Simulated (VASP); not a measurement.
Runs of VASP 6.6.1 on InP. The structure is cubic, space group F-43m (No. 216). The conventional cell has a = 5.861 Å, b = 5.861 Å, c = 5.861 Å, α = 90.00°, β = 90.00°, γ = 90.00°. Within 3.3 Å of In (site symmetry -43m) lie 4 P at 2.54 Å. P (site symmetry -43m) has 4 In at 2.54 Å within 3.3 Å. 

```csv
level,potentials or basis,cutoff (eV),gap on the mesh (eV),pressure (GPa)
r2SCAN,"VASP PAW PBE potentials, release 64 (In_d, P)",550,1.85,(b)
PBE,"VASP PAW PBE potentials, release 64 (In_d, P)",500,(c),3.3
RPBE,"VASP PAW PBE potentials, release 64 (In_d, P)",500,1.56,(a)
LDA,"VASP PAW LDA potentials, release 64 (In_d, P)",500,1.31,-1.2
```

Alike in all rows: task single point; no spin polarisation; cell as given; k mesh 6 × 6 × 6, shifted; smearing gaussian 0.01 eV.

Problem. Fill in the values left out.

Solution. (a) 5.1; (b) 1.6; (c) 1.46.

Caveats: spin-orbit coupling is left out, which moves the levels of the heavy elements; a shifted mesh leaves out Γ, where band edges can lie; the PAW data sets were made with another functional, which shifts forces and pressure a little (at least some runs); the cell stands under pressure (at least some runs).

A k mesh can miss the band edges, and the runs leave out spin-orbit coupling on In.
